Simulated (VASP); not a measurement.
# Sc3Al13N16 (Cm) in VASP: notebook

Runs on Sc3Al13N16. Level: PBE. Tasks: single point.

All numbers are computed with VASP 6.6.1; they aren't measurements. Logs are shortened: lines on timing, memory, paths and dates and some standing lists are left out, and cuts for length are marked.

### 1 The cell of the first run

The structure is monoclinic, space group Cm (No. 8). Conventional cell: a = 11.112 Å, b = 6.415 Å, c = 10.179 Å, α = 90.00°, β = 90.00°, γ = 90.00°. Within 2.6 Å of Al (site symmetry m) lie 4 N at 1.92 to 1.94 Å. Al (site symmetry 1) has 4 N at 1.90 to 1.94 Å within 2.5 Å. Within 2.5 Å of Al (site symmetry 1) lie 4 N at 1.86 to 1.94 Å. Al (site symmetry m) has 4 N at 1.94 to 1.95 Å within 2.6 Å. Within 2.6 Å of Al (site symmetry m) lie 4 N at 1.93 to 1.95 Å. Within 2.5 Å of Al (site symmetry 1) lie 4 N at 1.88 to 1.94 Å. Within 2.5 Å of Al (site symmetry 1) lie 4 N at 1.89 to 1.94 Å. Al (site symmetry m) has 4 N at 1.91 to 1.95 Å within 2.5 Å.

### 2 Single point, PBE

File INCAR:

```
SYSTEM = Sc3Al13N16
PREC = Accurate
ENCUT = 520
EDIFF = 1E-6
ISMEAR = 0
SIGMA = 0.01
LREAL = Auto
LASPH = .TRUE.
NELM = 80
ALGO = Normal
ISIF = 2
LWAVE = .FALSE.
LCHARG = .FALSE.
GGA = PE
NBANDS = 98
```

File KPOINTS:

```
regular mesh
0
G
  3 3 2
  0 0 0
```

File POSCAR:

```
Sc3Al13N16
1.0
    6.4152950959      0.0000000000      0.0000000000
   -3.2076475479      5.5558085258      0.0000000000
    0.0000000000      0.0000000000     10.1786274276
Al Sc N
13 3 16
Direct
    0.1662814810      0.3337185190      0.0042669762
    0.1649000320      0.8325203080      0.0040671845
    0.1649248168      0.8289555854      0.4958242759
    0.6674796920      0.3350999680      0.0040671845
    0.6710444146      0.3350751832      0.4958242759
    0.6672844213      0.8327155787     -0.0009917215
    0.3355312679      0.1644687321      0.2477915654
    0.3329876671      0.6698140357      0.2437587119
    0.3295536806      0.6653887512      0.7574546947
    0.8301859643      0.1670123329      0.2437587119
    0.8346112488      0.1704463194      0.7574546947
    0.8347941873      0.6652058127      0.2474755116
    0.8362095275      0.6637904725      0.7524966969
    0.1628894730      0.3371105270      0.4940085193
    0.6653873316      0.8346126684      0.4989019978
    0.3356974122      0.1643025878      0.7497928476
    0.1670211260      0.3329788740      0.1943190545
    0.1580809445      0.3419190555      0.7005168160
    0.1648409291      0.8333307733      0.1904041608
    0.1574386438      0.8121564619      0.6861560570
    0.6666692267      0.3351590709      0.1904041608
    0.6878435381      0.3425613562      0.6861560570
    0.6678451110      0.8321548890      0.1895453575
    0.6663508685      0.8336491315      0.7076861736
    0.3425611138      0.1574388862      0.4393100041
    0.3334673240      0.1665326760      0.9547839415
    0.3266821859      0.6790195994      0.4285220947
    0.3313012538      0.6671480064      0.9470613950
    0.8209804006      0.1733178141      0.4285220947
    0.8328519936      0.1686987462      0.9470613950
    0.8415790634      0.6584209366      0.4348163051
    0.8347236587      0.6652763413      0.9427828057
```

Potentials or basis: VASP PAW PBE potentials, release 64 (Al, Sc_sv, N).

Started as:

```console
cat potpaw_PBE.64/Al/POTCAR potpaw_PBE.64/Sc_sv/POTCAR potpaw_PBE.64/N/POTCAR > POTCAR
mpirun -np 1 vasp_std > vasp.out
```

OUTCAR:

```text
SYSTEM = Sc3Al13N16
   PREC = Accurate
   ENCUT = 520
   EDIFF = 1E-6
   ISMEAR = 0
   LREAL = Auto
   LASPH = .TRUE.
   NELM = 80
   ISIF = 2
   GGA = PE

 ion  position               nearest neighbor table
   1  0.166  0.334  0.004-  26 1.92  17 1.93  28 1.94  30 1.94   8 3.07  10 3.07   7 3.11   9 3.12
                            11 3.12  16 3.20   2 3.20   4 3.20   6 3.21   6 3.21   2 3.21   4 3.21
   2  0.165  0.833  0.004-  19 1.90  26 1.92  28 1.93  32 1.94   8 3.05  12 3.08   7 3.09   9 3.11
                            13 3.15  16 3.18   4 3.19   6 3.19   1 3.20   1 3.21   6 3.22   4 3.22
   3  0.165  0.829  0.496-  27 1.86  31 1.90  25 1.92  20 1.94  12 3.12   7 3.14   8 3.14  14 3.15
                             5 3.17  16 3.19  13 3.19  15 3.19  15 3.22   9 3.23   5 3.25  14 3.27
   4  0.667  0.335  0.004-  21 1.90  26 1.92  30 1.93  32 1.94  10 3.05  12 3.08   7 3.09  11 3.11
                            13 3.15  16 3.18   2 3.19   6 3.19   1 3.20   1 3.21   6 3.22   2 3.22
   5  0.671  0.335  0.496-  29 1.86  31 1.90  25 1.92  22 1.94  12 3.12   7 3.14  10 3.14  14 3.15
                             3 3.17  16 3.19  13 3.19  15 3.19  15 3.22  11 3.23   3 3.25  14 3.27
   6  0.667  0.833  0.999-  23 1.94  30 1.94  28 1.94  32 1.95  11 3.09   9 3.09  10 3.11   8 3.11
                            13 3.13  12 3.14   4 3.19   2 3.19   1 3.21   1 3.21   4 3.22   2 3.22
   7  0.336  0.164  0.248-  19 1.93  21 1.93  17 1.95  25 1.95   2 3.09   4 3.09   1 3.11   3 3.14
                             5 3.14  14 3.16   8 3.17  10 3.17  12 3.21  12 3.21   8 3.25  10 3.25
   8  0.333  0.670  0.244-  27 1.88  19 1.92  17 1.94  23 1.94   2 3.05   1 3.07   6 3.11   3 3.14
                            14 3.15   7 3.17  12 3.18  15 3.19  10 3.19  10 3.23  12 3.23   7 3.25
   9  0.330  0.665  0.757-  18 1.89  20 1.92  28 1.93  24 1.94   6 3.09   2 3.11   1 3.12  13 3.16
[... 17 lines left out ...]
  19  0.165  0.833  0.190-   2 1.90   8 1.92  12 1.92   7 1.93
  20  0.157  0.812  0.686-  13 1.91   9 1.92   3 1.94  16 2.06
  21  0.667  0.335  0.190-   4 1.90  10 1.92  12 1.92   7 1.93
  22  0.688  0.343  0.686-  13 1.91  11 1.92   5 1.94  16 2.06
[... 8 lines left out ...]
  31  0.842  0.658  0.435-   5 1.90   3 1.90  12 1.91  15 2.06
  32  0.835  0.665  0.943-  13 1.94   4 1.94   2 1.94   6 1.95

  LATTYP: Found a hexagonal cell.
 ALAT       =     6.4152950959
 C/A-ratio  =     1.5866187409

  Lattice vectors:

 A1 = (   6.4152950959,   0.0000000000,   0.0000000000)
 A2 = (  -3.2076475479,   5.5558085258,   0.0000000000)
 A3 = (   0.0000000000,   0.0000000000,  10.1786274276)

Analysis of symmetry for initial positions (statically):
=====================================================================
 Subroutine PRICEL returns:
 Original cell was already a primitive cell.

 Routine SETGRP: Setting up the symmetry group for a
 hexagonal supercell.

 Subroutine GETGRP returns: Found  2 space group operations
 (whereof  1 operations were pure point group operations)
 out of a pool of 24 trial point group operations.

The static configuration has the point symmetry C_1 .
 The point group associated with its full space group is C_1h.

Analysis of symmetry for dynamics (positions and initial velocities):
=====================================================================
 Subroutine PRICEL returns:
 Original cell was already a primitive cell.

 Routine SETGRP: Setting up the symmetry group for a
 hexagonal supercell.

 Subroutine GETGRP returns: Found  2 space group operations
 (whereof  1 operations were pure point group operations)
 out of a pool of 24 trial point group operations.

The dynamic configuration has the point symmetry C_1 .
 The point group associated with its full space group is C_1h.

 Subroutine INISYM returns: Found  2 space group operations
 (whereof  1 operations are pure point group operations),
 and found     1 'primitive' translations

----------------------------------------------------------------------------------------

                                     Primitive cell

  volume of cell :     362.7882

  direct lattice vectors                    reciprocal lattice vectors
     6.415295096  0.000000000  0.000000000     0.155877475  0.089995902  0.000000000
    -3.207647548  5.555808526  0.000000000     0.000000000  0.179991804  0.000000000
     0.000000000  0.000000000 10.178627428     0.000000000  0.000000000  0.098245074

  length of vectors
     6.415295096  6.415295096 10.178627428     0.179991804  0.179991804  0.098245074

[... 70 lines left out ...]

 KPOINTS: regular mesh

Automatic generation of k-mesh.
 Grid dimensions read from file:
 generate k-points for:    3    3    2

 Generating k-lattice:

  Cartesian coordinates                     Fractional coordinates (reciprocal lattice)
     0.051959158  0.029998634  0.000000000     0.333333333  0.000000000  0.000000000
     0.000000000  0.059997268  0.000000000     0.000000000  0.333333333  0.000000000
     0.000000000  0.000000000  0.049122537     0.000000000  0.000000000  0.500000000

  Length of vectors
     0.059997268  0.059997268  0.049122537

  Shift w.r.t. Gamma in fractional coordinates (k-lattice)
     0.000000000  0.000000000  0.000000000

 Subroutine IBZKPT returns following result:
 ===========================================

 Found      8 irreducible k-points:

 Following reciprocal coordinates:
            Coordinates               Weight
  0.000000  0.000000  0.000000      1.000000
  0.333333  0.000000  0.000000      4.000000
 -0.333333  0.333333  0.000000      2.000000
  0.333333  0.333333  0.000000      2.000000
  0.000000  0.000000  0.500000      1.000000
  0.333333  0.000000  0.500000      4.000000
 -0.333333  0.333333  0.500000      2.000000
  0.333333  0.333333  0.500000      2.000000
   k-points           NKPTS =      8   k-points in BZ     NKDIM =      8   number of bands    NBANDS=     98
   number of dos      NEDOS =    301   number of ions     NIONS =     32
   total plane-waves  NPLWV = 184320
   dimension x,y,z NGX =    48 NGY =   48 NGZ =   80
   dimension x,y,z NGXF=    96 NGYF=   96 NGZF=  160
   ions per type =              13   3  16
   NGX,Y,Z   is equivalent  to a cutoff of  12.44, 12.44, 13.07 a.u.
   NGXF,Y,Z  is equivalent  to a cutoff of  24.88, 24.88, 26.13 a.u.
 SYSTEM =  Sc3Al13N16
   PREC   = accura    normal or accurate (medium, high low for compatibility)
   ISTART =      0    job   : 0-new  1-cont  2-samecut
   ICHARG =      2    charge: 1-file 2-atom 10-const
   ISPIN  =      1    spin polarized calculation?
   LNONCOLLINEAR =      F non collinear calculations
   LSORBIT =      F    spin-orbit coupling
   LASPH  =      T    aspherical Exc in radial PAW
   ENCUT  =  520.0 eV  38.22 Ry    6.18 a.u.  11.93 11.93 18.93*2*pi/ulx,y,z
   NELM   =     80;   NELMIN=  2; NELMDL= -5     # of ELM steps
   EDIFF  = 0.1E-05   stopping-criterion for ELM
   LREAL  =      T    real-space projection
   EDIFFG = 0.1E-04   stopping-criterion for IOM
   NSW    =      0    number of steps for IOM
   IBRION =     -1    ionic relax: 0-MD 1-quasi-New 2-CG
   NFREE  =      0    steps in history (QN), initial steepest desc. (CG)
   ISIF   =      2    stress and relaxation
   ISYM   =      2    0-nonsym 1-usesym 2-fastsym
   POTIM  = 0.5000    time-step for ionic-motion
   TEBEG  =    0.0;   TEEND  =   0.0 temperature during run
   PSTRESS=    0.0 pullay stress
   NELECT =     152.0000    total number of electrons
   NUPDOWN=      -1.0000    fix difference up-down
   EMIN   =  10.00;   EMAX   =-10.00  energy-range for DOS
   EFERMI =   0.00;   METHOD = LEGACY
   ISMEAR =     0;   SIGMA  =   0.01  broadening in eV -4-tet -1-fermi 0-gaus
   EFERMI_NEDOS =   21; number of points for ismear=-14 and -15
   IALGO  =     38    algorithm
   IMIX   =      4    mixing-type and parameters
     AMIX     =   0.40;   BMIX     =  1.00
     AMIX_MAG =   1.60;   BMIX_MAG =  1.00
  volume/ion in A,a.u.               =      11.34        76.51
  Fermi-wavevector in a.u.,A,eV,Ry     =   1.225006  2.314926 20.417452  1.500640
  Thomas-Fermi vector in A             =   2.360060
   LORBIT       =      0    0 simple, 1 ext, 2 COOP (PROOUT), +10 PAW based schemes
   GGA     = PE    functional components
   LHFCALC =     F    Hartree Fock is set to
   AEXX    =    0.0000 exact exchange contribution
   IVDW    =     0    specifies the selected vdW correction
   LEPSILON=     F    determine dielectric tensor
   LRPA    =     F    only Hartree local field effects (RPA)
 non-spin polarized calculation
 Gauss-broadening in eV      SIGMA  =   0.01
  energy-cutoff  :      520.00
  volume of cell :      362.79
 maximum number of plane-waves:      9792
   NGX = 23   NGY = 23   NGZ = 37

 number of electron     152.0000015 magnetization

 Free energy of the ion-electron system (eV)
  ---------------------------------------------------
  ext. energy  EPLUGINS =         0.00000000
  ---------------------------------------------------
  free energy    TOTEN  =      -245.41464365 eV

  energy without entropy =     -245.41464365  energy(sigma->0) =     -245.41464365

 E-fermi :   5.3411     XC(G=0): -10.7521

 val. band max:        5.1551773542   @ k =   0.0000   0.0000   0.0000
 cond. band min:       8.8642553010   @ k =   0.0000   0.0000   0.0000
 fundamental gap:      3.7090779469
 Fermi energy:         5.3410508124

 k-point     1 :       0.0000    0.0000    0.0000
  band No.  band energies     occupation
      1     -41.6200      2.00000
      2     -41.5706      2.00000
      3     -41.5080      2.00000
      4     -20.5844      2.00000
      5     -20.4811      2.00000
      6     -20.4154      2.00000
[... 717 lines left out ...]
     87      10.9365      0.00000
     88      11.0609      0.00000
 [bands above 88 left out]

------------------------ aborting loop because EDIFF is reached ----------------------------------------

  FORCE on cell =-STRESS in cart. coord.  units (eV):
  Direction    XX          YY          ZZ          XY          YZ          ZX
  --------------------------------------------------------------------------------------
  -------------------------------------------------------------------------------------
  Total       -0.1312873     -0.6237466      0.0979294     -0.4264823      0.0543032     -0.0940547
  in kB       -0.5798025     -2.7546450      0.4324846     -1.8834688      0.2398187     -0.4153727
  external PRESSURE =      -0.9673210 kB  Pullay stress =       0.0000000 kB

 VOLUME and BASIS-vectors are now :
 -----------------------------------------------------------------------------
  energy-cutoff  :      520.00
  volume of cell :      362.79
      direct lattice vectors                 reciprocal lattice vectors
     6.415295096  0.000000000  0.000000000     0.155877475  0.089995902  0.000000000
    -3.207647548  5.555808526  0.000000000     0.000000000  0.179991804  0.000000000
     0.000000000  0.000000000 10.178627428     0.000000000  0.000000000  0.098245074

 POSITION                                       TOTAL-FORCE (eV/Angst)
 -----------------------------------------------------------------------------------
     -0.00371      1.85408      0.04343        -0.000285      0.000164      0.001332
     -1.61255      4.62532      0.04140         0.001583     -0.000053      0.002996
     -1.60096      4.60552      5.04681        -0.002035     -0.002533      0.003394
      3.20720      1.86175      0.04140         0.000838     -0.001344      0.002996
      3.23014      1.86161      5.04681         0.001176      0.003028      0.003394
      1.60977      4.62641     10.16853         0.000439     -0.000253     -0.001368
[... 24 lines left out ...]
      3.28700      3.65806      4.42583         0.053239     -0.030738     -0.021468
      3.22103      3.69615      9.59623         0.000808     -0.000467     -0.000602
 -----------------------------------------------------------------------------------
    total drift:                               -0.002357      0.001362     -0.003098

  FREE ENERGIE OF THE ION-ELECTRON SYSTEM (eV)
  ---------------------------------------------------
  free  energy   TOTEN  =      -245.4146436452 eV

  energy  without entropy=     -245.4146436452  energy(sigma->0) =     -245.41464365
```

It took 15 min on 1 thread of Intel Xeon Platinum 8175M at 2.50GHz (Skylake/Cascade Lake), shared host; peak memory 0.53 GiB.

Results:

- Free energy: -245.4146 eV
- Pressure: -0.1 GPa
- Largest force: 0.090 eV/Å
- Band gap on the k mesh: 3.71 eV

Forces on the atoms (eV/Å):
```
Al   0.000  0.000  0.001
Al   0.002  0.000  0.003
Al  -0.002 -0.003  0.003
Al   0.001 -0.001  0.003
Al   0.001  0.003  0.003
Al   0.000  0.000 -0.001
Al   0.002 -0.001  0.002
Al  -0.004  0.005  0.002
Al  -0.002  0.000 -0.004
Al  -0.006  0.001  0.002
Al  -0.001  0.001 -0.004
Al   0.002 -0.001  0.001
Al   0.002 -0.001 -0.001
Sc   0.018 -0.010  0.018
Sc   0.013 -0.008  0.024
Sc   0.004 -0.002 -0.001
N   -0.002  0.001 -0.007
N   -0.060  0.034  0.041
N    0.000 -0.001 -0.002
N    0.000 -0.061 -0.021
N    0.001  0.000 -0.002
N    0.052  0.031 -0.021
N    0.000  0.000 -0.004
N   -0.001  0.001  0.056
N    0.054 -0.031 -0.021
N    0.000  0.000  0.057
N   -0.062  0.038 -0.053
N    0.000  0.000  0.000
N   -0.064  0.035 -0.053
N    0.000  0.000  0.000
N    0.053 -0.031 -0.021
N    0.001  0.000 -0.001
```

Caveat: an odd mesh through Γ misses points on the zone boundary, where band edges can lie.

### 3 Single point, PBE

This run uses another cell than the first one, of 11.46 Å³/atom.

File INCAR:

```
ALGO = Normal ; EDIFF = 1E-7
ENCUT = 520 ; GGA = PE
ISIF = 2 ; ISMEAR = 0
LASPH = True ; LCHARG = False
LREAL = Auto ; LWAVE = False
NBANDS = 98 ; NELM = 60
PREC = Accurate ; SIGMA = 0.01
```

File KPOINTS:

```
k-points
0
Gamma
  3 3 2
```

File POSCAR:

```
Sc3Al13N16
1.0
    6.4152950959      0.0000000000      0.0000000000
   -3.2076475479      5.5558085258      0.0000000000
    0.0000000000      0.0000000000     10.2860084548
Al Sc N
13 3 16
Direct
    0.1662466362      0.3337533638      0.0043329111
    0.1649026074      0.8324968707      0.0041170245
    0.1650563880      0.8289249845      0.4958469643
    0.6675031293      0.3350973926      0.0041170245
    0.6710750155      0.3349436120      0.4958469643
    0.6672876165      0.8327123835     -0.0009276167
    0.3355396099      0.1644603901      0.2478069300
    0.3329775873      0.6697980267      0.2438398475
    0.3295533540      0.6655056042      0.7574628945
    0.8302019733      0.1670224127      0.2438398475
    0.8344943958      0.1704466460      0.7574628945
    0.8348087594      0.6651912406      0.2475486973
    0.8361783534      0.6638216466      0.7525232837
    0.1630399510      0.3369600490      0.4941128051
    0.6655111075      0.8344888925      0.4990268067
    0.3355616875      0.1644383125      0.7500021335
    0.1671040098      0.3328959902      0.1942432447
    0.1581021380      0.3418978620      0.7004249426
    0.1649350107      0.8331755922      0.1903358742
    0.1576019446      0.8122494238      0.6860933696
    0.6668244078      0.3350649893      0.1903358742
    0.6877505762      0.3423980554      0.6860933696
    0.6679420885      0.8320579115      0.1894929061
    0.6664451024      0.8335548976      0.7076687333
    0.3425049786      0.1574950214      0.4391348003
    0.3333110720      0.1666889280      0.9548331354
    0.3266266294      0.6790793495      0.4284893547
    0.3311850781      0.6673045630      0.9469712832
    0.8209206505      0.1733733706      0.4284893547
    0.8326954370      0.1688149219      0.9469712832
    0.8415185445      0.6584814555      0.4347642191
    0.8345941596      0.6654058404      0.9426988431
```

Potentials or basis: VASP PAW PBE potentials, release 64 (Al, Sc_sv, N).

Started as:

```console
cat potpaw_PBE.64/Al/POTCAR potpaw_PBE.64/Sc_sv/POTCAR potpaw_PBE.64/N/POTCAR > POTCAR
mpirun -np 1 vasp_std > vasp.out
```

Wall time 15 min (1 thread of Intel Xeon Platinum 8175M at 2.50GHz (Skylake/Cascade Lake), shared host); peak memory 0.54 GiB.

Results (log left out):

| Property | Result |
| --- | --- |
| Free energy | -245.3744 eV |
| Pressure | -1.9 GPa |
| Largest force | 0.194 eV/Å |
| Band gap on the k mesh | 3.64 eV |

Forces in eV/Å, atoms in the order of the input:
```
Al  -0.001  0.000  0.085
Al  -0.009  0.025  0.109
Al  -0.021  0.008  0.074
Al  -0.026 -0.004  0.109
Al  -0.017  0.014  0.074
Al  -0.014  0.008  0.081
Al   0.009 -0.005  0.060
Al   0.003 -0.005  0.126
Al   0.027 -0.013  0.082
Al   0.005  0.000  0.126
Al   0.024 -0.017  0.082
Al   0.015 -0.009  0.090
Al  -0.003  0.002  0.074
Sc  -0.017  0.010  0.154
Sc  -0.024  0.014  0.141
Sc   0.015 -0.009  0.159
N   -0.019  0.011 -0.097
N   -0.056  0.032 -0.045
N   -0.009  0.005 -0.104
N   -0.019 -0.030 -0.123
N   -0.009  0.005 -0.104
N    0.017  0.031 -0.123
N   -0.018  0.010 -0.089
N   -0.013  0.008 -0.020
N    0.051 -0.029 -0.114
N    0.015 -0.009 -0.027
N   -0.006  0.002 -0.194
N    0.015 -0.011 -0.093
N   -0.005  0.004 -0.194
N    0.018 -0.008 -0.093
N    0.051 -0.029 -0.130
N    0.018 -0.010 -0.076
```

Stress tensor (GPa, compression positive):
```
-0.81 -0.25 -0.06
-0.25 -1.11  0.03
-0.06  0.03 -3.64
```

Levels at points of the mesh, in eV from the valence-band top:
```csv
k point,band 74,band 75,band 76,band 77,band 78,band 79
"(0.00, 0.00, 0.00)",-0.29,-0.11,0.00,3.64,4.11,4.13
"(0.00, 0.00, 0.50)",-0.30,-0.28,-0.01,3.89,4.04,4.17
```

Caveat: an odd mesh through Γ misses points on the zone boundary, where band edges can lie.
